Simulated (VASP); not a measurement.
Wanted: the native input for a VASP 6.6.1 run.

```yaml
Task: single point
Functional: r2SCAN
Potentials_or_basis: VASP PAW PBE potentials, release 64 (Si)
Cutoff: 520 eV
k_mesh: 24 × 24 × 24
Occupations: gaussian, width 0.15 eV
Spin: no spin polarisation
Dipole_correction: no
Further_INCAR_settings: ALGO = Normal; EDIFF = 1e-07; NBANDS = 8
```

Crystal: Si.

```
Si
1.0
     0.00000    1.91083    1.91083
     1.91083    0.00000    1.91083
     1.91083    1.91083    0.00000
Si
1
Direct
  0.00000 0.00000 0.00000
```

This isn't the form of Si at room conditions, which is diamond.

The input as run:

POSCAR

```
Si
1.0
    0.0000000000      1.9108305409      1.9108305409
    1.9108305409      0.0000000000      1.9108305409
    1.9108305409      1.9108305409      0.0000000000
Si
1
Direct
    0.0000000000      0.0000000000      0.0000000000
```

INCAR.step1

```
  ALGO = Normal
  EDIFF = 1E-4
  ENCUT = 520
  GGA = PE
  ISMEAR = 0
  LASPH = True
  LCHARG = False
  LREAL = False
  LWAVE = True
  NBANDS = 8
  NELM = 100
  PREC = Accurate
  SIGMA = 0.15
```

INCAR.step2

```
  ALGO = Normal
  EDIFF = 1E-7
  ENCUT = 520
  ISIF = 2
  ISMEAR = 0
  ISTART = 1
  LASPH = True
  LCHARG = False
  LMIXTAU = True
  LREAL = False
  LWAVE = False
  METAGGA = R2SCAN
  NBANDS = 8
  NELM = 100
  PREC = Accurate
  SIGMA = 0.15
```

KPOINTS

```
k-points
0
Gamma
  24 24 24
```

Potentials or basis: VASP PAW PBE potentials, release 64 (Si).

Command:

```console
$ cat potpaw_PBE.64/Si/POTCAR > POTCAR
$ cp INCAR.step1 INCAR
$ mpirun -np 1 vasp_std > vasp.out
$ cp INCAR.step2 INCAR
$ mpirun -np 1 vasp_std > vasp.out
```

Results of the run:

The pressure is -0.9 GPa. The band gap on the k mesh is zero (bands 2 and 3 overlap by 15.80 eV).

Caveat: the PAW data sets were made with another functional, which shifts forces and pressure a little.

Run time: 53 s on 1 thread of Intel(R) Xeon(R) 6975P-C (Granite Rapids) (shared host), peak memory 0.15 GiB.
